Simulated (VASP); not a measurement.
# SnSe: single point with LDA

Crystal: SnSe.

```
Sn Se
1.0
     0.00000    3.01000    3.01000
     3.01000    0.00000    3.01000
     3.01000    3.01000    0.00000
Sn Se
1 1
Cartesian
  0.0000 0.0000 0.0000
  3.0100 3.0100 3.0100
```

```json
{
 "Program": "VASP 6.6.1",
 "Task": "single point",
 "Functional": "LDA",
 "Potentials or basis": "VASP PAW LDA potentials, release 64 (Sn_d, Se)",
 "Cutoff": "520 eV",
 "k mesh": "6 × 6 × 6",
 "Occupations": "gaussian, width 0.01 eV",
 "Spin": "non-collinear spin, zero start, spin-orbit coupling",
 "Starting moments": "[[0.0, 0.0, 0.0], [0.0, 0.0, 0.0]] μB",
 "Dipole correction": "no",
 "Further INCAR settings": "ALGO = Normal; EDIFF = 1e-06; NBANDS = 32"
}
```

```
Pressure                                              : -3.6 GPa
Net moment                                            : 0.00 μB per cell
Valence electrons inside the program's atomic spheres : Sn 12.06; Se 3.79
```

Moments on the atoms (μB; x, y, z):
```
Sn  0.00 0.00 0.00
Se  0.00 0.00 0.00
```

Wall time 28 s on 1 thread of AMD EPYC 9R45 96-Core Processor (Zen 5) (shared host), peak memory 0.23 GiB.
